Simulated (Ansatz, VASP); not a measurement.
# Sb in VASP and in Ansatz

```
CELL_PARAMETERS angstrom
-1.59487 1.55125 2.78222
1.54722 -1.56493 2.76207
1.61542 1.58547 -2.79033
ATOMIC_POSITIONS crystal
Sb 0.00000 0.00000 0.00000
```

Alike in both runs: task single point; functional PBE; k mesh 10 × 10 × 12; occupations fermi-dirac, width 0.05 eV; no spin polarisation.

|  | VASP | Ansatz |
| --- | --- | --- |
| version | VASP 6.6.1 | Ansatz 0.2.0 |
| potentials or method | VASP PAW PBE potentials, release 64 (Sb) | Ansatz PAW |
| plane-wave cutoff (eV) | 520 | 420 |
| valence electrons in the cell | 5 | 15 |

VASP gave:

* gap on the k mesh at the Fermi level (eV): none
* pressure (GPa): 0.8
* traceless stress, the component that is largest in VASP (GPa): 1.04

Problem. Which values does Ansatz return?

Solution. gap on the k mesh at the Fermi level (eV): none; pressure (GPa): 0.9; traceless stress, the component that is largest in VASP (GPa): 1.03.

A gap of «none» marks a metal or a gap that the smearing closes. VASP's potentials hold 5 valence electrons a cell and Ansatz's 15, so a difference there can come from the potentials and not from the codes.

Spin-orbit coupling is off throughout.
